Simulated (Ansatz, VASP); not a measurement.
# GaAs: VASP beside Ansatz

Contents of INCAR:

```
ALGO = Normal
DIPOL = 0.5 0.5 0.500
EDIFF = 1E-6
ENCUT = 520
GGA = PE
IDIPOL = 3
ISIF = 2
ISMEAR = -1
LASPH = True
LCHARG = True
LDIPOL = True
LELF = True
LREAL = False
LVACPOTAV = True
LVHAR = True
LWAVE = False
NBANDS = 16
NELM = 80
PREC = Accurate
SIGMA = 0.02
```

File KPOINTS:

```
k-points
0
Gamma
  8 5 1
```

Contents of POSCAR:

```
GaAs
1.0
    4.0620561041      0.0000000000      0.0000000000
    0.0000000000      5.7446148335      0.0000000000
    0.0000000000      0.0000000000     13.0000000000
Ga As
1 1
Direct
    0.2500000000      0.1250000000      0.5000000000
    0.7500000000      0.8750000000      0.5000000000
```

Input for Ansatz:

```yaml
crystal:
  lattice:
    - [4.0620561041, 0.0, 0.0]
    - [0.0, 5.7446148335, 0.0]
    - [0.0, 0.0, 13.0]
  atoms:
    - { symbol: Ga, position: [0.25, 0.125, 0.5] }
    - { symbol: As, position: [0.75, 0.875, 0.5] }
kpoints:
  mp_grid: { grid: [8, 5, 1] }
scf:
  occupations: { method: fermi_dirac, width: 0.02 }
hamiltonian:
  xc: pbe
  pseudopotentials: { kind: paw }
output:
  forces: true
  stress: true
  eigenvalues: true
efield:
  axis: 3
  amplitude: 0
  dipole_correction: true
```

Alike in both runs: task single point; functional PBE; k mesh 8 × 5 × 1; occupations fermi-dirac, width 0.02 eV; no spin polarisation.

```csv
,VASP,Ansatz
version,VASP 6.6.1,Ansatz 0.2.0
potentials or method,"VASP PAW PBE potentials, release 64 (Ga_d, As)","PAW with Ansatz's default frozen-core files, scalar-relativistic"
plane-wave cutoff (eV),520,420
valence electrons in the cell,18,28
```

```csv
,VASP,Ansatz,Ansatz less VASP
rms of the force components (eV/Å),0.846,0.856,+0.0106
```

Atom by atom the forces differ by 0.011 eV/Å (rms over components). VASP's potentials hold 18 valence electrons a cell and Ansatz's 28, so a difference there can come from the potentials and not from the codes.
